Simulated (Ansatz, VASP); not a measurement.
Two plane-wave programs on NaI

```
CELL_PARAMETERS angstrom
-3.26553 -0.01737 -3.26551
-3.27792 -3.27713 -0.00510
-6.52119 3.24796 3.27359
ATOMIC_POSITIONS crystal
Na 0.25010 0.24993 0.24985
Na 0.75005 0.74960 0.74996
I 0.00045 0.00036 0.00006
I 0.49941 0.50011 0.50012
```

Change from the starting cell: cell x2, atoms moved at random (sigma 0.05 Å) and cell strained at random (1.5 %), then relaxed without symmetry.

Alike in both runs: functional PBE; k mesh 4 × 4 × 4; occupations gaussian, width 0.1 eV; no spin polarisation.

Ansatz relaxed the structure, and its values are those at the end. VASP's run is a single point on that final structure, the one shown.

|  | VASP | Ansatz |
| --- | --- | --- |
| version | VASP 6.6.1 | Ansatz 0.2.0 |
| potentials or method | VASP PAW PBE potentials, release 64 (Na_pv, I), cutoff 520 eV | scalar-relativistic, plane waves, PAW |
| valence electrons in the cell | 28 | 52 |

|  | VASP | Ansatz | Ansatz less VASP |
| --- | --- | --- | --- |
| gap on the k mesh at the Fermi level (eV) | 3.55 | 3.55 | +0.003 |
| least direct gap on the mesh (eV) | 3.55 | 3.55 | +0.003 |
| pressure (GPa) | 0.0 | 0.0 | -0.01 |

VASP's potentials hold 28 valence electrons a cell and Ansatz's 52, so a difference there can come from the potentials and not from the codes.

Neither program's run includes spin-orbit coupling.
